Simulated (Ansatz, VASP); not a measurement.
One calculation of AgCl, two programs

INCAR

```
ALGO     = Normal         # electronic algorithm
EDIFF    = 1E-7           # SCF threshold, eV
EDIFFG   = -0.002         # ionic threshold
ENCUT    = 500            # plane-wave cutoff, eV
GGA      = PS             # functional
GGA_COMPAT= F            
IBRION   = 2              # ionic algorithm
ISIF     = 3              # what is computed and relaxed
ISMEAR   = 0              # smearing method
LASPH    = T              # aspherical terms in the spheres
LCHARG   = F              # write CHGCAR
LREAL    = F              # projectors in reciprocal space
LWAVE    = F              # write WAVECAR
NELM     = 120            # most SCF steps
NELMIN   = 4            
NSW      = 100            # ionic steps
PREC     = Accurate       # precision mode
SIGMA    = 0.02           # smearing width, eV
```

The input KPOINTS:

```
k-points
0
Gamma
  8 8 8
```

Contents of POSCAR:

```
AgCl
1.0
    0.0000000000      2.7726630000      2.7726630000
    2.7726630000      0.0000000000      2.7726630000
    2.7726630000      2.7726630000      0.0000000000
Ag Cl
1 1
Direct
    0.0000000000      0.0000000000      0.0000000000
    0.5000000000      0.5000000000      0.5000000000
```

Input for Ansatz:

```yaml
crystal:
  lattice:
    - [0.0, 2.772663, 2.772663]
    - [2.772663, 0.0, 2.772663]
    - [2.772663, 2.772663, 0.0]
  atoms:
    - { symbol: Ag, position: [0.0, 0.0, 0.0] }
    - { symbol: Cl, position: [0.5, 0.5, 0.5] }
basis:
  ecutwfc: 420
kpoints:
  mp_grid: { grid: [8, 8, 8] }
hamiltonian:
  xc: pbesol
  pseudopotentials: { kind: paw, azcp: { folder: soft_1 } }
scf:
  occupations: { method: gaussian, width: 0.02 }
output:
  forces: true
  stress: true
  eigenvalues: true
  write_density: true
  write_potential: true
  elf: true
  volumetric_format: npy
relax:
  adjacent_minimum: "off"
  f_tol: 0.002
  max_steps: 80
  cell: { stress_tol: 0.02 }
```

Alike in both runs: task relaxation of cell and atoms; functional PBEsol; k mesh 8 × 8 × 8; occupations gaussian, width 0.02 eV; no spin polarisation.

|  | VASP | Ansatz |
| --- | --- | --- |
| version | VASP 6.6.1 | Ansatz 0.2.0 |
| potentials or method | VASP PAW PBE potentials, release 64 (Ag, Cl), cutoff 500 eV | scalar-relativistic, plane waves, PAW |
| valence electrons in the cell | 18 | 26 |

```tsv
	VASP	Ansatz	Ansatz less VASP
gap on the k mesh at the Fermi level, each at its own relaxed structure (eV)	0.72	0.73	+0.003
relaxed volume (Å³/atom)	20.17	20.22	+0.045
relaxed cell length with the largest relative difference (Å)	3.850	3.853	+0.0028
```

VASP's potentials were made for PBE, not for PBEsol, and Ansatz warns of the same on its side. VASP's potentials hold 18 valence electrons a cell and Ansatz's 26, so a difference there can come from the potentials and not from the codes.
